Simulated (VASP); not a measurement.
# SrTiO3: single point with r2SCAN

Crystal: SrTiO3.

```xyz
10
Lattice="-2.7589 2.7589 3.9136 2.7589 -2.7589 3.9136 2.7589 2.7589 -3.9136" Properties=species:S:1:pos:R:3 pbc="T T T"
Sr    0.0000    2.7589    1.9568
Sr    2.7589    0.0000    1.9568
Ti    0.0000    0.0000    0.0000
Ti    0.0000    0.0000    3.9136
O     4.0451    1.2862    0.0000
O     1.4727    1.2862    3.9136
O     1.2862    1.4727    0.0000
O     0.0000    0.0000    5.8704
O    -1.2862    1.4727    3.9136
O     0.0000    0.0000    1.9568
```

```
Program                : VASP 6.6.1
Task                   : single point
Functional             : r2SCAN
Potentials or basis    : VASP PAW PBE potentials, release 64 (Sr_sv, Ti_sv, O)
Cutoff                 : 520 eV
k mesh                 : 6 × 6 × 6
Occupations            : gaussian, width 0.01 eV
Spin                   : no spin polarisation
Dipole correction      : no
Further INCAR settings : ALGO = Normal; EDIFF = 1e-07; NBANDS = 51
```

```json
{
 "Pressure": "0.9 GPa",
 "Band gap on the k mesh": "2.32 eV"
}
```

Levels at points of the mesh, in eV from the valence-band top:
```tsv
k point	band 36	band 37	band 38	band 39	band 40	band 41	band 42	band 43	band 44	band 45
(0.00, 0.00, 0.00)	-0.35	-0.35	-0.07	0.00	0.00	2.32	2.32	2.33	4.49	4.62
(0.50, 0.00, 0.00)	-0.97	-0.83	-0.83	-0.61	-0.61	3.78	3.78	3.82	3.82	3.85
(0.50, 0.50, 0.00)	-1.56	-1.50	-0.74	-0.73	-0.07	2.47	4.15	4.17	4.18	4.20
(0.50, 0.50, 0.50)	-1.54	-1.54	-0.71	-0.71	-0.08	2.49	4.11	4.11	4.27	4.27
```

Wall time 28 min on 1 thread of Intel Xeon 8259CL (shared host), peak memory 0.39 GiB.

Caveat: the PAW data sets were made with another functional, which shifts forces and pressure a little. A k mesh can miss the band edges.
